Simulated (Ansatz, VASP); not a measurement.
## Al3BP4: VASP beside Ansatz

Contents of INCAR:

```
SYSTEM = Al3BP4
ALGO     = Normal         ! electronic algorithm
EDIFF    = 1E-6           ! SCF threshold, eV
ENCUT    = 520            ! plane-wave cutoff, eV
GGA      = PE             ! functional
ISIF     = 2              ! what is computed and relaxed
ISMEAR   = 0              ! smearing method
LASPH    = .TRUE.         ! aspherical terms in the spheres
LCHARG   = .FALSE.        ! write CHGCAR
LREAL    = .FALSE.        ! projectors in reciprocal space
LWAVE    = .FALSE.        ! write WAVECAR
NBANDS   = 26             ! bands
NELM     = 80             ! most SCF steps
PREC     = Accurate       ! precision mode
SIGMA    = 0.1            ! smearing width, eV
```

The input KPOINTS:

```
k-points
0
G
  6 6 6
  0 0 0
```

The input POSCAR:

```
Al3BP4
1.0
   -2.5631265500      2.5631265500      5.1262531100
    2.5631265500     -2.5631265500      5.1262531100
    2.5631265500      2.5631265500     -5.1262531100
Al B P
3 1 4
Direct
    0.7500000000      0.2500000000      0.5000000000
    0.0000000000      0.0000000000      0.0000000000
    0.2500000000      0.7500000000      0.5000000000
    0.5000000000      0.5000000000      0.0000000000
    0.8750000000      0.3750000000      0.0000000000
    0.1250000000      0.1250000000      0.5000000000
    0.3750000000      0.8750000000      0.0000000000
    0.6250000000      0.6250000000      0.5000000000
```

Input for Ansatz:

```yaml
crystal:
  lattice:
    - [-2.56312655, 2.56312655, 5.12625311]
    - [2.56312655, -2.56312655, 5.12625311]
    - [2.56312655, 2.56312655, -5.12625311]
  atoms:
    - { symbol: Al, position: [0.75, 0.25, 0.5] }
    - { symbol: Al, position: [0.0, 0.0, 0.0] }
    - { symbol: Al, position: [0.25, 0.75, 0.5] }
    - { symbol: B, position: [0.5, 0.5, 0.0] }
    - { symbol: P, position: [0.875, 0.375, 0.0] }
    - { symbol: P, position: [0.125, 0.125, 0.5] }
    - { symbol: P, position: [0.375, 0.875, 0.0] }
    - { symbol: P, position: [0.625, 0.625, 0.5] }
basis:
  ecutwfc: 420
kpoints:
  mp_grid: { grid: [6, 6, 6] }
hamiltonian:
  xc: pbe
scf:
  occupations: { method: gaussian, width: 0.1 }
  lower_state_search: "off"
output:
  forces: true
  stress: true
  eigenvalues: true
```

Alike in both runs: task single point; functional PBE; k mesh 6 × 6 × 6; occupations gaussian, width 0.1 eV; no spin polarisation.

|  | VASP | Ansatz |
| --- | --- | --- |
| version | VASP 6.6.1 | Ansatz 0.2.0 |
| potentials or method | VASP PAW PBE potentials, release 64 (Al, B, P), cutoff 520 eV | scalar-relativistic, plane waves, PAW |
| valence electrons in the cell | 32 | 32 |

```csv
,VASP,Ansatz,Ansatz less VASP
gap on the k mesh at the Fermi level (eV),1.10,1.11,+0.002
least direct gap on the mesh (eV),1.40,1.41,+0.004
pressure (GPa),14.1,14.3,+0.15
rms of the force components (eV/Å),1.377,1.379,+0.0021
```

Atom by atom the forces differ by 0.002 eV/Å (rms over components).
